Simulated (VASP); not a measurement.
# LiF (I4mm) in VASP: a series of runs

Runs on LiF. Level: PBE. Tasks: single point.

All numbers are computed with VASP 6.6.1; they aren't measurements. Logs are shortened: lines on timing, memory, paths and dates and some standing lists are left out, and cuts for length are marked.

## (1) The cell of the first run

Symmetry: I4mm, No. 107, tetragonal system. Conventional cell: a = 2.848 Å, b = 2.848 Å, c = 4.028 Å, α = 90.00°, β = 90.00°, γ = 90.00°. Within 2.3 Å of Li (site symmetry 4mm) lie 5 F at 1.70 to 2.04 Å. Within 2.3 Å of F (site symmetry 4mm) lie 5 Li at 1.70 to 2.04 Å.

## (2) Single point, PBE

Input file INCAR:

```
PREC = Accurate ; ENCUT = 520
EDIFF = 1E-7 ; ISMEAR = 0
SIGMA = 0.05 ; LREAL = False
LASPH = True ; NELM = 80
ALGO = Normal ; ISIF = 2
LWAVE = False ; LCHARG = False
GGA = PE ; NBANDS = 12
```

Input file KPOINTS:

```
regular mesh
0
Gamma
  10 10 10
```

Input file POSCAR:

```
LiF
1.0
    0.0000000000      2.0140000000      2.0140000000
    2.0140000000      0.0000000000      2.0140000000
    2.0140000000      2.0140000000      0.0000000000
Li F
1 1
Direct
   -0.0775819265     -0.0775819265      0.0775819265
    0.5000000000      0.5000000000      0.5000000000
```

Potentials or basis: VASP PAW PBE potentials, release 64 (Li_sv, F).

On the command line:

```bash
> cat potpaw_PBE.64/Li_sv/POTCAR potpaw_PBE.64/F/POTCAR > POTCAR
> mpirun -np 1 vasp_std > vasp.out
```

OUTCAR:

```text
PREC = Accurate
   ENCUT = 520
   EDIFF = 1E-7
   ISMEAR = 0
   LREAL = False
   LASPH = True
   NELM = 80
   ISIF = 2
   GGA = PE

 ion  position               nearest neighbor table
   1  0.922  0.922  0.078-   2 1.70   2 2.04   2 2.04   2 2.04   2 2.04
   2  0.500  0.500  0.500-   1 1.70   1 2.04   1 2.04   1 2.04   1 2.04

  LATTYP: Found a face centered cubic cell.
 ALAT       =     4.0280000000

  Lattice vectors:

 A1 = (   0.0000000000,   2.0140000000,   2.0140000000)
 A2 = (   2.0140000000,   0.0000000000,   2.0140000000)
 A3 = (   2.0140000000,   2.0140000000,   0.0000000000)

Analysis of symmetry for initial positions (statically):
=====================================================================
 Subroutine PRICEL returns:
 Original cell was already a primitive cell.

 Routine SETGRP: Setting up the symmetry group for a
 face centered cubic supercell.

 Subroutine GETGRP returns: Found  8 space group operations
 (whereof  8 operations were pure point group operations)
 out of a pool of 48 trial point group operations.

The static configuration has the point symmetry C_4v.

Analysis of symmetry for dynamics (positions and initial velocities):
=====================================================================
 Subroutine PRICEL returns:
 Original cell was already a primitive cell.

 Routine SETGRP: Setting up the symmetry group for a
 face centered cubic supercell.

 Subroutine GETGRP returns: Found  8 space group operations
 (whereof  8 operations were pure point group operations)
 out of a pool of 48 trial point group operations.

The dynamic configuration has the point symmetry C_4v.

 Subroutine INISYM returns: Found  8 space group operations
 (whereof  8 operations are pure point group operations),
 and found     1 'primitive' translations

----------------------------------------------------------------------------------------

                                     Primitive cell

  volume of cell :      16.3384

  direct lattice vectors                    reciprocal lattice vectors
     0.000000000  2.014000000  2.014000000    -0.248262165  0.248262165  0.248262165
     2.014000000  0.000000000  2.014000000     0.248262165 -0.248262165  0.248262165
     2.014000000  2.014000000  0.000000000     0.248262165  0.248262165 -0.248262165

  length of vectors
     2.848226115  2.848226115  2.848226115     0.430002683  0.430002683  0.430002683

  position of ions in fractional coordinates (direct lattice)
     0.922418073  0.922418073  0.077581927
     0.500000000  0.500000000  0.500000000

  ion indices of the primitive-cell ions
   primitive index   ion index
                 1           1
                 2           2

----------------------------------------------------------------------------------------

 KPOINTS: regular mesh

Automatic generation of k-mesh.
 Grid dimensions read from file:
 generate k-points for:   10   10   10

 Generating k-lattice:

  Cartesian coordinates                     Fractional coordinates (reciprocal lattice)
    -0.024826216  0.024826216  0.024826216     0.100000000  0.000000000  0.000000000
     0.024826216 -0.024826216  0.024826216     0.000000000  0.100000000  0.000000000
     0.024826216  0.024826216 -0.024826216     0.000000000  0.000000000  0.100000000

  Length of vectors
     0.043000268  0.043000268  0.043000268

  Shift w.r.t. Gamma in fractional coordinates (k-lattice)
     0.000000000  0.000000000  0.000000000

 Subroutine IBZKPT returns following result:
 ===========================================

 Found    102 irreducible k-points:

 Following reciprocal coordinates:
            Coordinates               Weight
  0.000000  0.000000  0.000000      1.000000
  0.100000  0.000000  0.000000      8.000000
  0.200000  0.000000  0.000000      8.000000
  0.300000  0.000000  0.000000      8.000000
  0.400000  0.000000  0.000000      8.000000
  0.500000  0.000000  0.000000      4.000000
[... 16 lines left out ...]
 -0.100000  0.100000  0.000000      4.000000
  0.000000 -0.100000  0.100000      8.000000
 [... further k-points ...]
   k-points           NKPTS =    102   k-points in BZ     NKDIM =    102   number of bands    NBANDS=     12
   number of dos      NEDOS =    301   number of ions     NIONS =      2
   total plane-waves  NPLWV =  13824
   dimension x,y,z NGX =    24 NGY =   24 NGZ =   24
   dimension x,y,z NGXF=    48 NGYF=   48 NGZF=   48
   ions per type =               1   1
   NGX,Y,Z   is equivalent  to a cutoff of  14.01, 14.01, 14.01 a.u.
   NGXF,Y,Z  is equivalent  to a cutoff of  28.02, 28.02, 28.02 a.u.
 SYSTEM =  unknown system
   PREC   = accura    normal or accurate (medium, high low for compatibility)
   ISTART =      0    job   : 0-new  1-cont  2-samecut
   ICHARG =      2    charge: 1-file 2-atom 10-const
   ISPIN  =      1    spin polarized calculation?
   LNONCOLLINEAR =      F non collinear calculations
   LSORBIT =      F    spin-orbit coupling
   LASPH  =      T    aspherical Exc in radial PAW
   ENCUT  =  520.0 eV  38.22 Ry    6.18 a.u.   5.30  5.30  5.30*2*pi/ulx,y,z
   NELM   =     80;   NELMIN=  2; NELMDL= -5     # of ELM steps
   EDIFF  = 0.1E-06   stopping-criterion for ELM
   LREAL  =      F    real-space projection
   EDIFFG = 0.1E-05   stopping-criterion for IOM
   NSW    =      0    number of steps for IOM
   IBRION =     -1    ionic relax: 0-MD 1-quasi-New 2-CG
   NFREE  =      0    steps in history (QN), initial steepest desc. (CG)
   ISIF   =      2    stress and relaxation
   ISYM   =      2    0-nonsym 1-usesym 2-fastsym
   POTIM  = 0.5000    time-step for ionic-motion
   TEBEG  =    0.0;   TEEND  =   0.0 temperature during run
   PSTRESS=    0.0 pullay stress
   NELECT =      10.0000    total number of electrons
   NUPDOWN=      -1.0000    fix difference up-down
   EMIN   =  10.00;   EMAX   =-10.00  energy-range for DOS
   EFERMI =   0.00;   METHOD = LEGACY
   ISMEAR =     0;   SIGMA  =   0.05  broadening in eV -4-tet -1-fermi 0-gaus
   EFERMI_NEDOS =   21; number of points for ismear=-14 and -15
   IALGO  =     38    algorithm
   IMIX   =      4    mixing-type and parameters
     AMIX     =   0.40;   BMIX     =  1.00
     AMIX_MAG =   1.60;   BMIX_MAG =  1.00
  volume/ion in A,a.u.               =       8.17        55.13
  Fermi-wavevector in a.u.,A,eV,Ry     =   1.389970  2.626662 26.286674  1.932016
  Thomas-Fermi vector in A             =   2.513950
   LORBIT       =      0    0 simple, 1 ext, 2 COOP (PROOUT), +10 PAW based schemes
   GGA     = PE    functional components
   LHFCALC =     F    Hartree Fock is set to
   AEXX    =    0.0000 exact exchange contribution
   IVDW    =     0    specifies the selected vdW correction
   LEPSILON=     F    determine dielectric tensor
   LRPA    =     F    only Hartree local field effects (RPA)
 non-spin polarized calculation
 Gauss-broadening in eV      SIGMA  =   0.05
  energy-cutoff  :      520.00
  volume of cell :       16.34
 maximum number of plane-waves:       459
 NGX is ok and might be reduce to    24
   NGX = 11   NGY = 11   NGZ = 11

 number of electron      10.0000000 magnetization

 number of electron       9.9999997 magnetization

 Free energy of the ion-electron system (eV)
  ---------------------------------------------------
  ext. energy  EPLUGINS =         0.00000000
  ---------------------------------------------------
  free energy    TOTEN  =        -9.51237178 eV

  energy without entropy =       -9.51237178  energy(sigma->0) =       -9.51237178

 E-fermi :  -0.6929     XC(G=0):  -9.9390

 val. band max:       -1.0375928276   @ k =   0.0000   0.0000   0.0000
 cond. band min:       7.9030773786   @ k =   0.0000   0.0000   0.0000
 fundamental gap:      8.9406702062
 Fermi energy:        -0.6928533643

 k-point     1 :       0.0000    0.0000    0.0000
  band No.  band energies     occupation
      1     -41.8691      2.00000
      2     -21.0235      2.00000
      3      -1.1942      2.00000
      4      -1.0376      2.00000
      5      -1.0376      2.00000
      6       7.9031      0.00000
      7      21.2603      0.00000
      8      21.2603      0.00000
      9      23.4441      0.00000
     10      23.7917      0.00000
     11      25.2553      0.00000
     12      25.2553      0.00000

 k-point     2 :       0.1000    0.0000    0.0000
  band No.  band energies     occupation
      1     -41.8630      2.00000
      2     -20.9869      2.00000
      3      -1.4097      2.00000
      4      -1.1320      2.00000
      5      -1.0631      2.00000
      6       8.1973      0.00000
      7      19.8944      0.00000
      8      20.9119      0.00000
      9      22.3433      0.00000
     10      23.8207      0.00000
     11      25.2661      0.00000
     12      25.5493      0.00000

 k-point     3 :       0.2000    0.0000    0.0000
  band No.  band energies     occupation
      1     -41.8474      2.00000
      2     -20.8901      2.00000
      3      -2.0681      2.00000
      4      -1.2226      2.00000
      5      -1.1284      2.00000
      6       8.8713      0.00000
      7      17.7114      0.00000
      8      19.9825      0.00000
      9      20.8626      0.00000
     10      24.7146      0.00000
     11      25.8948      0.00000
     12      26.5721      0.00000
[... 286 lines left out ...]
 k-point    23 :      -0.1000    0.1000    0.0000
  band No.  band energies     occupation
      1     -41.8542      2.00000
      2     -20.9262      2.00000
      3      -1.7596      2.00000
      4      -1.3266      2.00000
      5      -1.0480      2.00000
      6       8.6753      0.00000
      7      18.8408      0.00000
      8      20.4172      0.00000
      9      20.6582      0.00000
     10      24.4603      0.00000
     11      24.9448      0.00000
     12      27.2546      0.00000

 k-point    24 :       0.0000   -0.1000    0.1000
  band No.  band energies     occupation
      1     -41.8538      2.00000
      2     -20.9320      2.00000
      3      -1.7269      2.00000
      4      -1.2473      2.00000
      5      -1.1222      2.00000
      6       8.6175      0.00000
      7      18.4812      0.00000
      8      20.1972      0.00000
      9      21.7454      0.00000
     10      23.4438      0.00000
     11      25.7072      0.00000
     12      26.9009      0.00000

 [... further k-points ...]

------------------------ aborting loop because EDIFF is reached ----------------------------------------

  FORCE on cell =-STRESS in cart. coord.  units (eV):
  Direction    XX          YY          ZZ          XY          YZ          ZX
  --------------------------------------------------------------------------------------
  -------------------------------------------------------------------------------------
  Total        0.0889039      0.0889039      1.8458783      0.0000000      0.0000000      0.0000000
  in kB        8.7181265      8.7181265    181.0111202      0.0000000      0.0000000      0.0000000
  external PRESSURE =      66.1491244 kB  Pullay stress =       0.0000000 kB

 VOLUME and BASIS-vectors are now :
 -----------------------------------------------------------------------------
  energy-cutoff  :      520.00
  volume of cell :       16.34
      direct lattice vectors                 reciprocal lattice vectors
     0.000000000  2.014000000  2.014000000    -0.248262165  0.248262165  0.248262165
     2.014000000  0.000000000  2.014000000     0.248262165 -0.248262165  0.248262165
     2.014000000  2.014000000  0.000000000     0.248262165  0.248262165 -0.248262165

 POSITION                                       TOTAL-FORCE (eV/Angst)
 -----------------------------------------------------------------------------------
      2.01400      2.01400      3.71550         0.000000      0.000000      1.102869
      2.01400      2.01400      2.01400         0.000000      0.000000     -1.102869
 -----------------------------------------------------------------------------------
    total drift:                               -0.000003     -0.000003     -0.000226

  FREE ENERGIE OF THE ION-ELECTRON SYSTEM (eV)
  ---------------------------------------------------
  free  energy   TOTEN  =        -9.5123717771 eV

  energy  without entropy=       -9.5123717771  energy(sigma->0) =       -9.51237178
```

It took 7.7 s on 1 thread of Intel Xeon 6975P-C (Granite Rapids), shared host; peak memory 0.14 GiB.

What came out:

```yaml
Free_energy: -9.5124 eV
Largest_force: 1.103 eV/Å
Band_gap_on_the_k_mesh: 8.94 eV, direct
```

Forces in eV/Å, atoms in the order of the input:
```
Li   0.000  0.000  1.103
F    0.000  0.000 -1.103
```

Levels at points of the mesh, in eV from the valence-band top:
| k point | band 2 | band 3 | band 4 | band 5 | band 6 | band 7 | band 8 | band 9 |
| --- | --- | --- | --- | --- | --- | --- | --- | --- |
| (0.00, 0.00, 0.00) | -19.99 | -0.16 | 0.00 | 0.00 | 8.94 | 22.30 | 22.30 | 24.48 |
| (0.50, 0.00, 0.00) | -19.58 | -2.54 | -0.38 | -0.25 | 10.94 | 16.21 | 19.03 | 19.99 |
| (0.50, 0.50, 0.00) | -19.38 | -2.90 | -1.02 | -1.02 | 14.20 | 16.50 | 18.23 | 20.32 |
| (0.00, 0.50, 0.50) | -19.32 | -3.01 | -1.06 | -0.96 | 14.83 | 15.73 | 16.14 | 21.15 |

Caveat: the cell differs from its parent crystal (all Li atoms moved +0.312 Å, as atom 1 towards its neighbour atom 2 (F) at 2.014 Å); the cutoff is under 1.25 times the usual one of these potentials, so pressure, stress and relaxed cells hold a basis-set (Pulay) error; forces of over 1 eV/Å act on the atoms, so gaps and moduli don't describe the material at rest. A k mesh can miss the band edges.

(Continued in part 2 of 2.)
